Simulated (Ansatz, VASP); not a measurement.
# Ni in VASP and in Ansatz

```
CELL_PARAMETERS angstrom
-1.48344 1.48344 1.25866
1.48344 -1.48344 1.25866
1.48344 1.48344 -1.25866
ATOMIC_POSITIONS crystal
Ni 0.50000 0.50000 0.00000
```

Alike in both runs: functional PBE; k mesh 8 × 8 × 8; occupations gaussian, width 0.1 eV; collinear spin.

Ansatz relaxed the structure, and its values are those at the end. VASP's run is a single point on that final structure, the one shown.

```csv
,VASP,Ansatz
version,VASP 6.6.1,Ansatz 0.2.0
potentials or method,"VASP PAW PBE potentials, release 64 (Ni), cutoff 520 eV","scalar-relativistic, plane waves, PAW"
valence electrons in the cell,10,18
```

Ansatz gave:

* gap on the k mesh at the Fermi level (eV): none
* pressure (GPa): -0.4
* net moment per atom (μB): 0.71
* size of the moment on the site where the two differ most (μB): 0.75

Question: Which values does VASP return?

Answer: gap on the k mesh at the Fermi level (eV): none; pressure (GPa): -0.4; net moment per atom (μB): 0.70; size of the moment on the site where the two differ most (μB): 0.71.

Site moments also hang on the region over which each program counts them. A gap of «none» marks a metal or a gap that the smearing closes. VASP's potentials hold 10 valence electrons a cell and Ansatz's 18, so a difference there can come from the potentials and not from the codes.

The k mesh is coarse, so the values compare programs but aren't converged.
